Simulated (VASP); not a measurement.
BAs: single point with LDA

The system is BAs.

```
B As
1.0
     0.00000    2.38850    2.43627
     2.38850    0.00000    2.43627
     2.38850    2.38850    0.00000
B As
1 1
Direct
  0.00000 0.00000 0.00000
  0.75000 0.75000 0.75000
```

This cell differs from its parent crystal: zz strain of +2 %.

```json
{
  "Program": "VASP 6.6.1",
  "Task": "single point",
  "Functional": "LDA",
  "Potentials or basis": "VASP PAW LDA potentials, release 64 (B, As)",
  "Cutoff": "520 eV",
  "k mesh": "15 × 15 × 15",
  "Occupations": "fermi-dirac, width 0.03 eV",
  "Spin": "no spin polarisation",
  "Dipole correction": "no",
  "Further INCAR settings": "ALGO = Normal; EDIFF = 1e-06; NBANDS = 11"
}
```

```yaml
Pressure: -5.6 GPa
Band_gap_on_the_k_mesh: 0.99 eV (least direct gap 3.12 eV)
```

Stress tensor (GPa, compression positive):
```
-4.26  0.00  0.00
 0.00 -4.26  0.00
 0.00  0.00 -8.41
```

Levels at points of the mesh, in eV from the valence-band top:
```
           k point  band 1  band 2  band 3  band 4  band 5  band 6  band 7  band 8
(0.00, 0.00, 0.00)  -15.26   -0.19    0.00    0.00    3.12    3.12    3.25    4.37
```

Wall time 44 s on 1 thread of Intel(R) Xeon(R) Platinum 8488C (Sapphire Rapids) (shared host), peak memory 0.21 GiB.

Caveat: the cell differs from its parent crystal (zz strain of +2 %); the cell stands under tension; an odd mesh through Γ misses points on the zone boundary, where band edges can lie.
